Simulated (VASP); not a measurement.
C:

```
CELL_PARAMETERS angstrom
0.00000 1.83800 1.66891
1.83800 0.00000 1.66891
1.83800 1.83800 0.00000
ATOMIC_POSITIONS crystal
C 0.50000 0.50000 0.50000
C 0.75000 0.75000 0.75000
```

This cell differs from its parent crystal: volume 5.638 Å^3 an atom, c/a of the conventional cell 0.9080.

Base run:

- Program: VASP 6.6.1
- Functional: LDA
- Potentials or basis: VASP PAW LDA potentials, release 64 (C)
- Cutoff: 520 eV
- k mesh: 12 × 12 × 12
- Occupations: gaussian, width 0.05 eV
- Spin: no spin polarisation

Its results: band gap on the k mesh 1.78 eV, indirect (least direct gap 3.99 eV); pressure -8.9 GPa.

Problem. The run is repeated on the same cell with these changes: potentials or basis from VASP PAW LDA potentials, release 64 (C) to VASP PAW LDA potentials, release 64 (C_h); cutoff from 520 eV to 910 eV; further incar settings from ALGO = Normal; EDIFF = 1e-07; NBANDS = 11 to ALGO = Normal; EDIFF = 1e-06; NBANDS = 11. What comes out?

Solution. Band gap on the k mesh 1.79 eV, indirect (least direct gap 3.99 eV); pressure -9.8 GPa.

Caveats: the cutoff is under 1.25 times the usual one of these potentials, so pressure, stress and relaxed cells hold a basis-set (Pulay) error (some runs).

A k mesh can miss the band edges.
